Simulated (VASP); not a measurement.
Here is a VASP 6.6.1 calculation.

Contents of INCAR:

```
ALGO = Normal ; EDIFF = 1E-7
EDIFFG = -0.01 ; ENCUT = 600
GGA = PS ; GGA_COMPAT = False
IBRION = 2 ; ISIF = 3
ISMEAR = -1 ; LASPH = True
LCHARG = False ; LREAL = False
LWAVE = False ; NELM = 120
NELMIN = 4 ; NSW = 60
PREC = Accurate ; PSTRESS = 40.0
SIGMA = 0.1
```

KPOINTS

```
k-points
0
Gamma
  11 11 11
```

The input POSCAR:

```
HfN
1.0
    0.0000000000      2.4548220000      2.4548220000
    2.4548220000      0.0000000000      2.4548220000
    2.4548220000      2.4548220000      0.0000000000
Hf N
1 1
Direct
    0.0000000000      0.0000000000      0.0000000000
    0.2500000000      0.2500000000      0.2500000000
```

Potentials or basis: VASP PAW PBE potentials, release 64 (Hf_pv, N).

Launch:

```bash
$ cat potpaw_PBE.64/Hf_pv/POTCAR potpaw_PBE.64/N/POTCAR > POTCAR
$ mpirun -np 1 vasp_std > vasp.out
```

(1) Estimate the band gap on the k mesh.

(2) Estimate the relaxed cell.

Answers

(1) zero (an odd number of electrons rules out a gap without spin polarisation).

(2) a = 3.416 Å, b = 3.416 Å, c = 3.416 Å, α = 60.00°, β = 60.00°, γ = 60.00°.

Caveat: spin-orbit coupling is left out, which moves the levels of the heavy elements.
